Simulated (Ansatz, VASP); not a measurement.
MgO in VASP and in Ansatz

```
Mg O
1.0
     0.00000    2.14279    2.14279
     2.14279    0.00000    2.14279
     2.14279    2.14279    0.00000
Mg O
1 1
Direct
  0.01893 0.01893 0.98107
  0.47125 0.47125 0.52875
```

Change from the starting cell: mode 6 frozen in at -0.121 Å, equal normal strain along x, y and z +0.0167.

Alike in both runs: task single point; functional PBEsol; k mesh 10 × 10 × 10; occupations gaussian, width 0.05 eV; no spin polarisation.

|  | VASP | Ansatz |
| --- | --- | --- |
| version | VASP 6.6.1 | Ansatz 0.2.0 |
| potentials or method | VASP PAW PBE potentials, release 64 (Mg, O), cutoff 520 eV | scalar-relativistic, plane waves, PAW |
| valence electrons in the cell | 8 | 16 |

VASP gave:

| Property | Result |
| --- | --- |
| gap on the k mesh at the Fermi level (eV) | 4.15 |
| least direct gap on the mesh (eV) | 4.15 |
| pressure (GPa) | -3.9 |
| traceless stress, the component that is largest in VASP (GPa) | 8.44 |
| rms of the force components (eV/Å) | 0.660 |

Q: Estimate Ansatz's values.

A: gap on the k mesh at the Fermi level (eV): 4.15; least direct gap on the mesh (eV): 4.15; pressure (GPa): -3.6; traceless stress, the component that is largest in VASP (GPa): 8.29; rms of the force components (eV/Å): 0.653.

VASP's potentials were made for PBE, not for PBEsol, and Ansatz warns of the same on its side. Atom by atom the forces differ by 0.007 eV/Å (rms over components). VASP's potentials hold 8 valence electrons a cell and Ansatz's 16, so a difference there can come from the potentials and not from the codes.
